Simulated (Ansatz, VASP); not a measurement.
## C in VASP and in Ansatz

```
C
1.0
     0.00000    1.98229    1.66083
     1.71441    0.00000    1.66083
     1.71441    1.98229    0.00000
C
2
Direct
  0.50000 0.50000 0.50000
  0.75000 0.75000 0.75000
```

Change from the starting cell: strain +e along x and -e along y -0.0750, strain +e along z and -e/2 along x and y -0.0700.

Alike in both runs: task single point; functional PBE; k mesh 12 × 12 × 12; occupations gaussian, width 0.05 eV; no spin polarisation.

|  | VASP | Ansatz |
| --- | --- | --- |
| version | VASP 6.6.1 | Ansatz 0.2.0 |
| potentials or method | VASP PAW PBE potentials, release 64 (C), cutoff 520 eV | scalar-relativistic, plane waves, PAW |
| valence electrons in the cell | 8 | 8 |

|  | VASP | Ansatz | Ansatz less VASP |
| --- | --- | --- | --- |
| gap on the k mesh at the Fermi level (eV) | 1.58 | 1.59 | +0.010 |
| least direct gap on the mesh (eV) | 3.88 | 3.88 | +0.003 |
| pressure (GPa) | 5.6 | 5.0 | -0.59 |
| traceless stress, the component that is largest in VASP (GPa) | -115.25 | -115.26 | -0.010 |

With one functional, cell and mesh, what is left measures potentials, basis and numerics.
